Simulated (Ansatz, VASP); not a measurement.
## H4C: VASP beside Ansatz

```
CELL_PARAMETERS angstrom
8.21500 0.00000 0.00000
0.00000 8.21500 0.00000
0.00000 0.00000 8.21500
ATOMIC_POSITIONS crystal
C 0.50602 0.21321 0.01827
C 0.87786 0.18796 0.88494
C 0.09572 0.91881 0.14369
C 0.56399 0.54692 0.71555
C 0.43743 0.51958 0.30207
C 0.01152 0.34710 0.35556
C 0.59537 0.93932 0.39135
C 0.31747 0.23473 0.59292
H 0.55260 0.12448 0.93050
H 0.37265 0.20941 0.01940
H 0.54754 0.33515 0.98323
H 0.55324 0.18375 0.13952
H 0.90545 0.28110 0.97644
H 0.85792 0.07129 0.94656
H 0.97950 0.17692 0.79918
H 0.76730 0.22247 0.81904
H 0.10734 0.79361 0.09941
H 0.97925 0.93298 0.20721
H 0.09989 0.00304 0.04048
H 0.19579 0.94607 0.22751
H 0.51120 0.59366 0.60239
H 0.65111 0.44998 0.68575
H 0.46718 0.49710 0.79258
H 0.62571 0.64543 0.78075
H 0.55995 0.56781 0.32330
H 0.39371 0.46110 0.41292
H 0.44129 0.42887 0.20452
H 0.35455 0.61858 0.26913
H 0.93035 0.41717 0.27639
H 0.02204 0.40781 0.47374
H 0.13246 0.33893 0.30011
H 0.96250 0.22424 0.37300
H 0.52716 0.89580 0.49732
H 0.52643 0.91280 0.28030
H 0.71343 0.87754 0.38623
H 0.61425 0.07094 0.40186
H 0.19350 0.26187 0.63391
H 0.36339 0.12511 0.65306
H 0.39636 0.33728 0.62352
H 0.31743 0.21733 0.46084
```

Alike in both runs: functional LDA; k mesh 1 × 1 × 1; occupations fermi-dirac, width 0.05 eV; no spin polarisation.

Ansatz relaxed the structure, and its values are those at the end. VASP's run is a single point on that final structure, the one shown.

```csv
,VASP,Ansatz
version,VASP 6.6.1,Ansatz 0.2.0
potentials or method,"VASP PAW LDA potentials, release 64 (C_h, H_h), cutoff 910 eV","scalar-relativistic, plane waves, PAW"
valence electrons in the cell,64,64
```

|  | VASP | Ansatz | Ansatz less VASP |
| --- | --- | --- | --- |
| rms of the force components (eV/Å) | 0.067 | 0.051 | -0.0160 |

LDA's correlation is that of Perdew and Zunger in VASP and of Perdew and Wang (1992) in Ansatz.

Noted on VASP's run: the cutoff is short for stress, so the pressure is rough.
